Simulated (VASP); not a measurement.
# Ca in VASP: density of states with PBE

Aim: the density of states of Ca with PBE.

Everything below comes from runs of VASP 6.6.1. Logs are shortened: lines on timing, memory, paths and dates and some standing lists are left out, and cuts for length are marked.

## Step 1: The cell of the first run

The typed cell holds 2 atoms: a = 5.951 Å, b = 5.951 Å, c = 5.951 Å, α = 33.56°, β = 33.56°, γ = 33.56°.

## Step 2: Density of states, PBE (volume scaled by 0.68)

File POSCAR:

```
Ca
1.0
    1.7180831009     -0.9919357408      5.6104598377
    0.0000000000      1.9838714816      5.6104598377
   -1.7180831009     -0.9919357408      5.6104598377
Ca
2
Direct
    0.2500000000      0.2500000000      0.2500000000
   -0.2500000000     -0.2500000000     -0.2500000000
```

File INCAR.step1:

```
SYSTEM = Ca
PREC = Accurate
ENCUT = 520
EDIFF = 1E-7
ISMEAR = -1
SIGMA = 0.1
LREAL = .False.
LASPH = .True.
NELM = 100
ALGO = Normal
ISIF = 2
LWAVE = .False.
LCHARG = .True.
GGA = PE
NBANDS = 17
```

File KPOINTS.step1:

```
regular mesh
0
Gamma
  9 9 9
  0 0 0
```

File INCAR.step2:

```
SYSTEM = Ca
PREC = Accurate
ENCUT = 520
EDIFF = 1E-7
ISMEAR = -5
SIGMA = 0.1
LREAL = .False.
LASPH = .True.
NELM = 100
ALGO = Normal
ISIF = 2
LWAVE = .False.
LCHARG = .False.
GGA = PE
LORBIT = 11
NBANDS = 17
NEDOS = 1001
ICHARG = 11
```

File KPOINTS.step2:

```
regular mesh
0
Gamma
  14 14 14
  0 0 0
```

Potentials or basis: VASP PAW PBE potentials, release 64 (Ca_sv).

Run with:

```console
$ cat potpaw_PBE.64/Ca_sv/POTCAR > POTCAR
$ cp INCAR.step1 INCAR
$ cp KPOINTS.step1 KPOINTS
$ mpirun -np 1 vasp_std > vasp.out
$ cp INCAR.step2 INCAR
$ cp KPOINTS.step2 KPOINTS
$ mpirun -np 1 vasp_std > vasp.out
```

OUTCAR:

```text
SYSTEM = Ca
   PREC = Accurate
   ENCUT = 520
   EDIFF = 1E-7
   ISMEAR = -5
   LREAL = .False.
   LASPH = .True.
   NELM = 100
   ISIF = 2
   GGA = PE
   LORBIT = 11
   ICHARG = 11

 ion  position               nearest neighbor table
   1  0.250  0.250  0.250-
   2  0.750  0.750  0.750-

  LATTYP: Found a trigonal (rhomboedric) cell.
 ALAT       =     5.9508827619
 COS(alpha) =     0.8332923463

  Lattice vectors:

 A1 = (   1.7180831009,  -0.9919357408,   5.6104598377)
 A2 = (   0.0000000000,   1.9838714816,   5.6104598377)
 A3 = (  -1.7180831009,  -0.9919357408,   5.6104598377)

Analysis of symmetry for initial positions (statically):
=====================================================================
 Subroutine PRICEL returns following result:

  LATTYP: Found a trigonal (rhomboedric) cell.
 ALAT       =     3.4358493787
 COS(alpha) =     0.4999077847

  Lattice vectors:

 A1 = (   1.7180831009,   0.9919357408,   2.8052299189)
 A2 = (  -1.7180831009,   0.9919357408,   2.8052299189)
 A3 = (   0.0000000000,  -1.9838714816,   2.8052299188)

   2 primitive cells build up your supercell.

 Routine SETGRP: Setting up the symmetry group for a
 trigonal (rhombohedral) supercell.

 Subroutine GETGRP returns: Found 12 space group operations
 (whereof 12 operations were pure point group operations)
 out of a pool of 12 trial point group operations.

The static configuration has the point symmetry D_3d.

Analysis of symmetry for dynamics (positions and initial velocities):
=====================================================================
 Subroutine PRICEL returns following result:

  LATTYP: Found a trigonal (rhomboedric) cell.
 ALAT       =     3.4358493787
 COS(alpha) =     0.4999077847

  Lattice vectors:

 A1 = (   1.7180831009,   0.9919357408,   2.8052299189)
 A2 = (  -1.7180831009,   0.9919357408,   2.8052299189)
 A3 = (   0.0000000000,  -1.9838714816,   2.8052299188)

   2 primitive cells build up your supercell.

 Routine SETGRP: Setting up the symmetry group for a
 trigonal (rhombohedral) supercell.

 Subroutine GETGRP returns: Found 12 space group operations
 (whereof 12 operations were pure point group operations)
 out of a pool of 12 trial point group operations.

The dynamic configuration has the point symmetry D_3d.

 Subroutine INISYM returns: Found 12 space group operations
 (whereof 12 operations are pure point group operations),
 and found     2 'primitive' translations

----------------------------------------------------------------------------------------

                                     Primitive cell

  volume of cell :      28.6845

  direct lattice vectors                    reciprocal lattice vectors
     1.718083101  0.991935741  2.805229919     0.291022012  0.168021637  0.118825673
    -1.718083101  0.991935741  2.805229919    -0.291022012  0.168021637  0.118825673
     0.000000000 -1.983871482  2.805229919     0.000000000 -0.336043273  0.118825673

  length of vectors
     3.435849379  3.435849379  3.435849379     0.356433195  0.356433195  0.356433195

  position of ions in fractional coordinates (direct lattice)
     0.500000000  0.500000000  0.500000000

  ion indices of the primitive-cell ions
   primitive index   ion index
                 1           1

----------------------------------------------------------------------------------------

 KPOINTS: regular mesh

Automatic generation of k-mesh.
 Grid dimensions read from file:
 generate k-points for:   14   14   14

 Generating k-lattice:

  Cartesian coordinates                     Fractional coordinates (reciprocal lattice)
     0.020787287 -0.012001545  0.004243774     0.071428571  0.000000000  0.000000000
     0.000000000  0.024003091  0.004243774     0.000000000  0.071428571  0.000000000
    -0.020787287 -0.012001545  0.004243774     0.000000000  0.000000000  0.071428571

  Length of vectors
     0.024375356  0.024375356  0.024375356

  Shift w.r.t. Gamma in fractional coordinates (k-lattice)
     0.000000000  0.000000000  0.000000000

 TETIRR: Found   1372 inequivalent tetrahedra from    16464

 Subroutine IBZKPT returns following result:
 ===========================================

 Found    288 irreducible k-points:

 Following reciprocal coordinates:
            Coordinates               Weight
  0.000000  0.000000  0.000000      1.000000
  0.071429  0.000000  0.000000      6.000000
  0.142857 -0.000000  0.000000      6.000000
  0.214286 -0.000000  0.000000      6.000000
  0.285714  0.000000  0.000000      6.000000
  0.357143 -0.000000  0.000000      6.000000
[... 16 lines left out ...]
  0.214286  0.142857  0.000000     12.000000
  0.285714  0.142857  0.000000     12.000000
 [... further k-points ...]
   k-points           NKPTS =    288   k-points in BZ     NKDIM =    288   number of bands    NBANDS=     17
   number of dos      NEDOS =   1001   number of ions     NIONS =      2
   total plane-waves  NPLWV = 110592
   dimension x,y,z NGX =    48 NGY =   48 NGZ =   48
   dimension x,y,z NGXF=    96 NGYF=   96 NGZF=   96
   ions per type =               2
   NGX,Y,Z   is equivalent  to a cutoff of  13.41, 13.41, 13.41 a.u.
   NGXF,Y,Z  is equivalent  to a cutoff of  26.82, 26.82, 26.82 a.u.
 SYSTEM =  Ca
   PREC   = accura    normal or accurate (medium, high low for compatibility)
   ISTART =      0    job   : 0-new  1-cont  2-samecut
   ICHARG =     11    charge: 1-file 2-atom 10-const
   ISPIN  =      1    spin polarized calculation?
   LNONCOLLINEAR =      F non collinear calculations
   LSORBIT =      F    spin-orbit coupling
   LASPH  =      T    aspherical Exc in radial PAW
   ENCUT  =  520.0 eV  38.22 Ry    6.18 a.u.  11.06 11.06 11.06*2*pi/ulx,y,z
   NELM   =    100;   NELMIN=  2; NELMDL=  0     # of ELM steps
   EDIFF  = 0.1E-06   stopping-criterion for ELM
   LREAL  =      F    real-space projection
   EDIFFG = 0.1E-05   stopping-criterion for IOM
   NSW    =      0    number of steps for IOM
   IBRION =     -1    ionic relax: 0-MD 1-quasi-New 2-CG
   NFREE  =      0    steps in history (QN), initial steepest desc. (CG)
   ISIF   =      2    stress and relaxation
   ISYM   =      2    0-nonsym 1-usesym 2-fastsym
   POTIM  = 0.5000    time-step for ionic-motion
   TEBEG  =    0.0;   TEEND  =   0.0 temperature during run
   PSTRESS=    0.0 pullay stress
   NELECT =      20.0000    total number of electrons
   NUPDOWN=      -1.0000    fix difference up-down
   EMIN   =  10.00;   EMAX   =-10.00  energy-range for DOS
   EFERMI =   0.00;   METHOD = LEGACY
   ISMEAR =    -5;   SIGMA  =   0.10  broadening in eV -4-tet -1-fermi 0-gaus
   EFERMI_NEDOS =   21; number of points for ismear=-14 and -15
   IALGO  =     38    algorithm
   IMIX   =      4    mixing-type and parameters
     AMIX     =   0.40;   BMIX     =  1.00
     AMIX_MAG =   1.60;   BMIX_MAG =  1.00
  volume/ion in A,a.u.               =      28.68       193.57
  Fermi-wavevector in a.u.,A,eV,Ry     =   1.152194  2.177331 18.062435  1.327552
  Thomas-Fermi vector in A             =   2.288847
   LORBIT       =     11    0 simple, 1 ext, 2 COOP (PROOUT), +10 PAW based schemes
   GGA     = PE    functional components
   LHFCALC =     F    Hartree Fock is set to
   AEXX    =    0.0000 exact exchange contribution
   IVDW    =     0    specifies the selected vdW correction
   LEPSILON=     F    determine dielectric tensor
   LRPA    =     F    only Hartree local field effects (RPA)
 non-spin polarized calculation
 Fermi weights with tetrahedron method with Bloechl corrections
  energy-cutoff  :      520.00
  volume of cell :       57.37
 maximum number of plane-waves:      1568
 NGX is ok and might be reduce to    48

 number of electron      20.0000001 magnetization

 Free energy of the ion-electron system (eV)
  ---------------------------------------------------
  ext. energy  EPLUGINS =         0.00000000
  ---------------------------------------------------
  free energy    TOTEN  =        -3.07644079 eV

  energy without entropy =       -3.07644079  energy(sigma->0) =       -3.07644079

 E-fermi :   3.7414     XC(G=0):  -9.0334

 val. band max:        3.7302412790   @ k =   0.4286   0.0714   0.0000
 cond. band min:       3.8208024305   @ k =  -0.3571   0.3571  -0.0000
 fundamental gap:      0.0905611514
 Fermi energy:         3.7414133623

 k-point     1 :       0.0000    0.0000    0.0000
  band No.  band energies     occupation
      1     -37.4572      2.00000
      2     -37.3809      2.00000
      3     -18.7604      2.00000
      4     -18.3016      2.00000
      5     -18.3016      2.00000
      6     -18.2358      2.00000
[... 9 lines left out ...]
     16       6.5616      0.00000
     17       8.2165      0.00000

 k-point     2 :       0.0714    0.0000    0.0000
  band No.  band energies     occupation
      1     -37.4538      2.00000
      2     -37.3794      2.00000
      3     -18.7508      2.00000
      4     -18.3205      2.00000
      5     -18.3053      2.00000
      6     -18.2578      2.00000
[... 9 lines left out ...]
     16       6.6116      0.00000
     17       8.1249      0.00000

 k-point     3 :       0.1429   -0.0000    0.0000
  band No.  band energies     occupation
      1     -37.4440      2.00000
      2     -37.3753      2.00000
      3     -18.7230      2.00000
      4     -18.3734      2.00000
      5     -18.3188      2.00000
      6     -18.3157      2.00000
[... 392 lines left out ...]
 k-point    23 :       0.2143    0.1429    0.0000
  band No.  band energies     occupation
      1     -37.4336      2.00000
      2     -37.3731      2.00000
      3     -18.6928      2.00000
      4     -18.4023      2.00000
      5     -18.3952      2.00000
      6     -18.3354      2.00000
[... 9 lines left out ...]
     16       6.9699      0.00000
     17       7.8022      0.00000

 k-point    24 :       0.2857    0.1429    0.0000
  band No.  band energies     occupation
      1     -37.4199      2.00000
      2     -37.3686      2.00000
      3     -18.6565      2.00000
      4     -18.4634      2.00000
      5     -18.4606      2.00000
      6     -18.3512      2.00000
[... 9 lines left out ...]
     16       7.2584      0.00000
     17       7.5748      0.00000

 [... further k-points ...]

------------------------ aborting loop because EDIFF is reached ----------------------------------------

  FORCE on cell =-STRESS in cart. coord.  units (eV):
  Direction    XX          YY          ZZ          XY          YZ          ZX
  --------------------------------------------------------------------------------------
  -------------------------------------------------------------------------------------
  Total        4.2846597      4.2846597      4.2744511      0.0000000      0.0000000      0.0000000
  in kB      119.6601403    119.6601403    119.3750388      0.0000000      0.0000000      0.0000000
  external PRESSURE =     119.5651065 kB  Pullay stress =       0.0000000 kB

 VOLUME and BASIS-vectors are now :
 -----------------------------------------------------------------------------
  energy-cutoff  :      520.00
  volume of cell :       57.37
      direct lattice vectors                 reciprocal lattice vectors
     1.718083101 -0.991935741  5.610459838     0.291022012 -0.168021637  0.059412837
     0.000000000  1.983871482  5.610459838     0.000000000  0.336043273  0.059412837
    -1.718083101 -0.991935741  5.610459838    -0.291022012 -0.168021637  0.059412837

 POSITION                                       TOTAL-FORCE (eV/Angst)
 -----------------------------------------------------------------------------------
      0.00000      0.00000      4.20784         0.000000      0.000000     -0.000000
      0.00000      0.00000     12.62353        -0.000000     -0.000000      0.000000
 -----------------------------------------------------------------------------------
    total drift:                                0.000000     -0.000000     -0.000000

  FREE ENERGIE OF THE ION-ELECTRON SYSTEM (eV)
  ---------------------------------------------------
  free  energy   TOTEN  =        -3.0764407947 eV

  energy  without entropy=       -3.0764407947  energy(sigma->0) =       -3.07644079

 total charge

# of ion       s       p       d       tot
------------------------------------------
    1        2.113   5.834   0.278   8.226
    2        2.113   5.834   0.278   8.226
--------------------------------------------------
tot          4.227  11.669   0.556  16.452
```

It took 8.2 min on 1 thread of Intel Xeon Platinum 8259CL at 2.50GHz (Skylake/Cascade Lake), shared host; peak memory 0.48 GiB.

What came out:

```yaml
Valence_electrons_inside_the_program's_atomic_spheres: Ca 8.23
```
